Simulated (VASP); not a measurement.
A run of VASP 6.6.1 is set up as follows.

The input INCAR:

```
SYSTEM = LiF
  ALGO = Normal
  EDIFF = 1E-7
  ENCUT = 520
  GGA = PE
  ISIF = 2
  ISMEAR = 0
  LASPH = .True.
  LCHARG = .False.
  LREAL = .False.
  LWAVE = .False.
  NBANDS = 12
  NELM = 60
  PREC = Accurate
  SIGMA = 0.02
```

KPOINTS

```
k-points
0
Gamma
  10 10 10
  0 0 0
```

File POSCAR:

```
LiF
1.0
    0.0000000000      2.0339978206      2.0339978206
    2.0339978206      0.0000000000      2.0339978206
    2.0339978206      2.0339978206      0.0000000000
Li F
1 1
Direct
    0.5000000000      0.5000000000      0.5000000000
    0.0000000000      0.0000000000      0.0000000000
```

Potentials or basis: VASP PAW PBE potentials, release 64 (Li_sv, F).

Run with:

```sh
$ cat potpaw_PBE.64/Li_sv/POTCAR potpaw_PBE.64/F/POTCAR > POTCAR
$ mpirun -np 1 vasp_std > vasp.out
```

Question: What does it give for the band gap on the k mesh?

Answer: 8.83 eV.

 A k mesh can miss the band edges.
